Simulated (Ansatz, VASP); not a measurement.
**One calculation of GeAs5, two programs**

```
CELL_PARAMETERS angstrom
4.55201 0.00000 0.00000
0.00000 4.55201 0.00000
0.00000 0.00000 7.91366
ATOMIC_POSITIONS crystal
Ge 0.00000 0.00000 0.50000
As 0.00000 0.50000 0.50000
As 0.50000 0.00000 0.50000
As 0.50000 0.50000 0.50000
As 0.50000 0.50000 0.00000
As 0.00000 0.00000 0.00000
```

Alike in both runs: task relaxation of cell and atoms; functional PBE; k mesh 4 × 4 × 2; occupations gaussian, width 0.1 eV; no spin polarisation.

|  | VASP | Ansatz |
| --- | --- | --- |
| version | VASP 6.6.1 | Ansatz 0.2.0 |
| potentials or method | VASP PAW PBE potentials, release 64 (Ge_d, As), cutoff 600 eV | scalar-relativistic, plane waves, PAW |
| valence electrons in the cell | 39 | 89 |

|  | VASP | Ansatz | Ansatz less VASP |
| --- | --- | --- | --- |
| gap on the k mesh at the Fermi level, each at its own relaxed structure (eV) | none | none | - |
| relaxed volume (Å³/atom) | 23.09 | 23.02 | -0.064 |
| relaxed length of the cell vector where the two differ most in proportion (Å) | 5.349 | 5.344 | -0.0056 |

A gap of «none» marks a metal or a gap that the smearing closes. VASP's potentials hold 39 valence electrons a cell and Ansatz's 89, so a difference there can come from the potentials and not from the codes.

The k mesh is coarse, so the values compare programs but aren't converged. Noted on VASP's run: the volume moved by over 15 % at a fixed basis, so the end points are rough.
